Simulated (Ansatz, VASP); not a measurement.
**One calculation of Co, two programs**

```
Co
1.0
     2.49160    0.00000    0.00000
    -1.24580    2.15778    0.00000
     0.00000    0.00000    8.09332
Co
4
Direct
  0.00000 0.00000 0.00000
  0.33333 0.66667 0.25000
  0.00000 0.00000 0.50000
  0.66667 0.33333 0.75000
```

Alike in both runs: task single point; functional PBE; k mesh 18 × 18 × 4; occupations gaussian, width 0.15 eV; collinear spin.

|  | VASP | Ansatz |
| --- | --- | --- |
| version | VASP 6.6.1 | Ansatz 0.2.0 |
| potentials or method | VASP PAW PBE potentials, release 64 (Co), cutoff 520 eV | scalar-relativistic, plane waves, PAW |
| valence electrons in the cell | 36 | 68 |

```tsv
	VASP	Ansatz	Ansatz less VASP
gap on the k mesh at the Fermi level (eV)	none	none	-
pressure (GPa)	-0.7	0.1	+0.76
traceless stress, the component that is largest in VASP (GPa)	0.03	0.07	+0.036
net moment per atom (μB)	1.62	1.63	+0.008
size of the moment on the site where the two differ most (μB)	1.65	1.71	+0.063
```

Site moments also hang on the region over which each program counts them. A gap of «none» marks a metal or a gap that the smearing closes. VASP's potentials hold 36 valence electrons a cell and Ansatz's 68, so a difference there can come from the potentials and not from the codes.
